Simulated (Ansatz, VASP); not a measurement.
S3N2O: VASP beside Ansatz

```
S N O
1.0
     5.68621    0.00000    0.00000
    -2.84310    4.92440    0.00000
     0.00000    0.00000    2.75371
S N O
3 2 1
Cartesian
  2.8431 0.0000 1.3769
  1.4216 2.4622 1.3769
  -1.4216 2.4622 1.3769
  0.0000 3.2829 0.0000
  2.8431 1.6415 0.0000
  0.0000 0.0000 0.0000
```

Alike in both runs: functional PBE; k mesh 6 × 6 × 6; occupations gaussian, width 0.1 eV; collinear spin.

Ansatz relaxed the structure, and its values are those at the end. VASP's run is a single point on that final structure, the one shown.

|  | VASP | Ansatz |
| --- | --- | --- |
| version | VASP 6.6.1 | Ansatz 0.2.0 |
| potentials or method | VASP PAW PBE potentials, release 64 (S, N, O), cutoff 520 eV | scalar-relativistic, plane waves, PAW |
| valence electrons in the cell | 34 | 34 |

Ansatz gave:

* gap on the k mesh at the Fermi level (eV): none
* pressure (GPa): 0.1
* net moment per atom (μB): 0.27
* size of the moment on the site where the two differ most (μB): 1.54

Question: Estimate VASP's values.

Answer: gap on the k mesh at the Fermi level (eV): none; pressure (GPa): -2.7; net moment per atom (μB): 0.01; size of the moment on the site where the two differ most (μB): 0.11.

The net moments are unlike, so the other rows may belong to different states. Site moments also hang on the region over which each program counts them. A gap of «none» marks a metal or a gap that the smearing closes.

The k mesh is coarse, so the values compare programs but aren't converged.
